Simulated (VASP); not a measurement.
A run of VASP 6.6.1 is set up as follows.

File INCAR:

```
ALGO = Normal
EDIFF = 1E-7
ENCUT = 520
GGA = PS
ISIF = 2
ISMEAR = 0
LASPH = T
LCHARG = F
LREAL = F
LWAVE = F
NBANDS = 17
NELM = 100
PREC = Accurate
SIGMA = 0.05
```

File KPOINTS:

```
k-points
0
Gamma
  10 10 10
```

Contents of POSCAR:

```
PbSe
1.0
    0.0000000000      3.0916276451      3.0916276451
    3.0916276451      0.0000000000      3.0916276451
    3.0916276451      3.0916276451      0.0000000000
Pb Se
1 1
Direct
    0.5000000000      0.5000000000      0.5000000000
    0.0000000000      0.0000000000      0.0000000000
```

Potentials or basis: VASP PAW PBE potentials, release 64 (Pb_d, Se).

Launch:

```bash
$ cat potpaw_PBE.64/Pb_d/POTCAR potpaw_PBE.64/Se/POTCAR > POTCAR
$ mpirun -np 1 vasp_std > vasp.out
```

Q: Predict the band gap on the k mesh.

A: 0.30 eV.

Q: Predict the pressure.

A: -1.9 GPa.

Caveat: the PAW data sets were made with another functional, which shifts forces and pressure a little; spin-orbit coupling is left out, which moves the levels of the heavy elements. A k mesh can miss the band edges.
